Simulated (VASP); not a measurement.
Crystal: CdS (d3).

```
CELL_PARAMETERS angstrom
0.00000 2.75324 2.75324
2.75324 0.00000 2.75324
2.75324 2.75324 0.00000
ATOMIC_POSITIONS crystal
Cd 0.00000 0.00000 0.00000
S 0.50000 0.50000 0.50000
```

* Program: VASP 6.6.1
* Task: relaxation of cell and atoms
* Functional: PBE
* Dispersion: D3(BJ)
* Potentials or basis: VASP PAW PBE potentials, release 64 (Cd, S)
* Cutoff: 500 eV
* k mesh: 12 × 12 × 12
* Occupations: gaussian, width 0.01 eV
* Spin: no spin polarisation

At the start: pressure -3.0 GPa; volume 20.87 Å³/atom.

**Question.** How do energy, volume and symmetry change on relaxing?

**Answer.** Over 3 steps the energy falls by 8.2 meV/atom and the volume is 20.03 Å³/atom (-4.0 %); space group Fm-3m (No. 225, to 0.05 Å).

Step by step:
```
step  energy change (eV)  largest force (eV/Å)  pressure (GPa)  volume (Å³)
   1              0.0000                0.0000           -3.00        41.74
   2             -0.0137                0.0000            1.36        39.42
   3             -0.0164                0.0000            0.00        40.06
```

Final structure:
```xyz
2
Lattice="0.0000 2.7158 2.7158 2.7158 0.0000 2.7158 2.7158 2.7158 0.0000" Properties=species:S:1:pos:R:3 pbc="T T T"
Cd    0.0000    0.0000    0.0000
S     2.7158    2.7158    2.7158
```
